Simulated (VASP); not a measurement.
Set up this calculation in VASP 6.6.1, as the native input.

```
Task                   : relaxation of cell and atoms
Functional             : PBE
Potentials or basis    : VASP PAW PBE potentials, release 64 (Hf_pv, Si)
Cutoff                 : 600 eV
k mesh                 : 4 × 4 × 4
Occupations            : gaussian, width 0.1 eV
Spin                   : no spin polarisation
Dipole correction      : no
Further INCAR settings : ALGO = Normal; EDIFF = 1e-06; IBRION = 2; EDIFFG = -0.04; NSW = 90; ISIF = 3
```

The structure of HfSi5 lies in POSCAR:

```
HfSi5
1.0
    0.0000000000      3.6614592500      3.6614592500
    3.6614592500      0.0000000000      3.6614592500
    3.6614592500      3.6614592500      0.0000000000
Hf Si
1 5
Direct
    0.5000000000      0.5000000000      0.5000000000
    0.3719714300      0.8760095200      0.8760095200
    0.8760095200      0.8760095200      0.8760095200
    0.2500000000      0.2500000000      0.2500000000
    0.8760095200      0.8760095200      0.3719714300
    0.8760095200      0.3719714300      0.8760095200
```

The cell was built from a structure type or drawn by symmetry, and may not be a known phase.

These files were run (other wordings do the same):

INCAR

```
SYSTEM = HfSi5
ALGO = Normal
EDIFF = 1E-6
EDIFFG = -0.04
ENCUT = 600
GGA = PE
IBRION = 2
ISIF = 3
ISMEAR = 0
LASPH = .TRUE.
LCHARG = .FALSE.
LREAL = .FALSE.
LWAVE = .FALSE.
NELM = 80
NSW = 90
PREC = Accurate
SIGMA = 0.1
```

KPOINTS

```
k-points
0
G
  4 4 4
  0 0 0
```

Potentials or basis: VASP PAW PBE potentials, release 64 (Hf_pv, Si).

Launch:

```console
$ cat potpaw_PBE.64/Hf_pv/POTCAR potpaw_PBE.64/Si/POTCAR > POTCAR
$ mpirun -np 1 vasp_std > vasp.out
```

Results of the run:

| Item | Value |
| --- | --- |
| Relaxed volume | 14.82 Å³/atom |
| Relaxed cell | a = 5.010 Å, b = 5.010 Å, c = 5.010 Å, α = 60.00°, β = 60.00°, γ = 60.00° |
| Space group after relaxing (to 0.1 Å) | F-43m (No. 216) |
| Energy gained by relaxing | 47.7 meV/atom |
| Ionic steps | 5 |
| Pressure after relaxing | -0.1 GPa |
| Largest force after relaxing | 0.036 eV/Å |
| Band gap on the k mesh | zero (bands 15 and 16 overlap by 1.18 eV) |

Caveat: the k points lie up to 0.38 Å⁻¹ apart in the final cell, too coarse for converged energies and pressures of a metal; spin-orbit coupling is left out, which moves the levels of the heavy elements.

It took 2.4 min on 1 thread of Intel Xeon 8259CL, on a shared host, peak memory 0.27 GiB.
